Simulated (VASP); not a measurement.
Set up this calculation in VASP 6.6.1, as the native input.

* Task: single point
* Functional: LDA
* Potentials or basis: VASP PAW LDA potentials, release 64 (K_sv, Zn, F)
* Cutoff: 520 eV
* k mesh: 6 × 6 × 6
* Occupations: gaussian, width 0.05 eV
* Spin: no spin polarisation
* Dipole correction: no
* Further INCAR settings: ALGO = Normal; EDIFF = 1e-06; NBANDS = 29

The structure of KZnF3 lies in POSCAR:

```
KZnF3
1.0
    4.0500000000      0.0000000000      0.0000000000
    0.0000000000      4.0500000000      0.0354375000
    0.0000000000      0.0354375000      4.0500000000
K Zn F
1 1 3
Direct
    0.0000000000      0.0000000000      0.0000000000
    0.5000000000      0.5000000000      0.5000000000
    0.5000000000      0.5000000000      0.0000000000
    0.0000000000      0.5000000000      0.5000000000
    0.5000000000      0.0000000000      0.5000000000
```

This cell differs from its parent crystal: strain +0.0175 x Voigt [0, 0, 0, 1, 0, 0].

One way to write it, as run:

INCAR

```
SYSTEM = KZnF3
ALGO = Normal ; EDIFF = 1E-6
ENCUT = 520 ; ISIF = 2
ISMEAR = 0 ; LASPH = .True.
LCHARG = .False. ; LREAL = .False.
LWAVE = .False. ; NBANDS = 29
NELM = 80 ; PREC = Accurate
SIGMA = 0.05
```

KPOINTS

```
k-points
0
Gamma
  6 6 6
  0 0 0
```

Potentials or basis: VASP PAW LDA potentials, release 64 (K_sv, Zn, F).

The run is started by

```sh
$ cat potpaw_LDA.64/K_sv/POTCAR potpaw_LDA.64/Zn/POTCAR potpaw_LDA.64/F/POTCAR > POTCAR
$ mpirun -np 1 vasp_std > vasp.out
```

Results of the run:

* Pressure: -4.3 GPa
* Band gap on the k mesh: 3.59 eV (least direct gap 5.36 eV)

Caveat: the cell differs from its parent crystal (strain +0.0175 x Voigt [0, 0, 0, 1, 0, 0]); the cell stands under tension.

It took 84 s on 1 thread of Oxide Virtual Turin-like Processor, with other jobs on the host, peak memory 0.18 GiB.
